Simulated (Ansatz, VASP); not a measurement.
## YN in VASP and in Ansatz

The input INCAR:

```
SYSTEM = YN
PREC = Accurate
ENCUT = 520
EDIFF = 1E-8
ISMEAR = -1
SIGMA = 0.03
LREAL = .False.
LASPH = .True.
NELM = 120
ALGO = Normal
ISIF = 2
LWAVE = .False.
LCHARG = .False.
GGA = PE
LEFG = .True.
NBANDS = 15
GGA_COMPAT = .False.
```

KPOINTS

```
Automatic mesh
0
Gamma
  9 9 9
  0 0 0
```

POSCAR

```
YN
1.0
    0.0000000000      2.4385000000      2.4385000000
    2.4385000000      0.0000000000      2.4385000000
    2.4385000000      2.4385000000      0.0000000000
Y N
1 1
Direct
    0.0000000000      0.0000000000      0.0000000000
    0.5000000000      0.5000000000      0.5000000000
```

Input for Ansatz:

```yaml
crystal:
  lattice:
    - [0.0, 2.4385, 2.4385]
    - [2.4385, 0.0, 2.4385]
    - [2.4385, 2.4385, 0.0]
  atoms:
    - { symbol: "Y", position: [0.0, 0.0, 0.0] }
    - { symbol: "N", position: [0.5, 0.5, 0.5] }
kpoints:
  mp_grid: { grid: [9, 9, 9] }
  band_path:
    path:
      - [0.0, 0.0, 0.0]
      - [0.5, 0.0, 0.5]
      - [0.625, 0.25, 0.625]
      - [0.375, 0.375, 0.75]
      - [0.0, 0.0, 0.0]
      - [0.5, 0.5, 0.5]
      - [0.5, 0.25, 0.75]
      - [0.5, 0.0, 0.5]
    npoints: 8
scf:
  occupations: { method: fermi_dirac, width: 0.03 }
hamiltonian:
  xc: pbe
  pseudopotentials: { kind: all_electron, datasets: crystal }
output:
  forces: true
  stress: true
  eigenvalues: true
  efg: { contact_densities: true }
```

Alike in both runs: task electric field gradients; functional PBE; k mesh 9 × 9 × 9; occupations fermi-dirac, width 0.03 eV; no spin polarisation.

|  | VASP | Ansatz |
| --- | --- | --- |
| version | VASP 6.6.1 | Ansatz 0.2.0 |
| potentials or method | VASP PAW PBE potentials, release 64 (Y_sv, N), cutoff 520 eV | all-electron PAW with datasets made for the crystal, scalar-relativistic |

|  | VASP | Ansatz | Ansatz less VASP |
| --- | --- | --- | --- |
| pressure (GPa) | 2.8 | 3.0 | +0.20 |

Ansatz ran all-electron here, and VASP with PAW potentials.
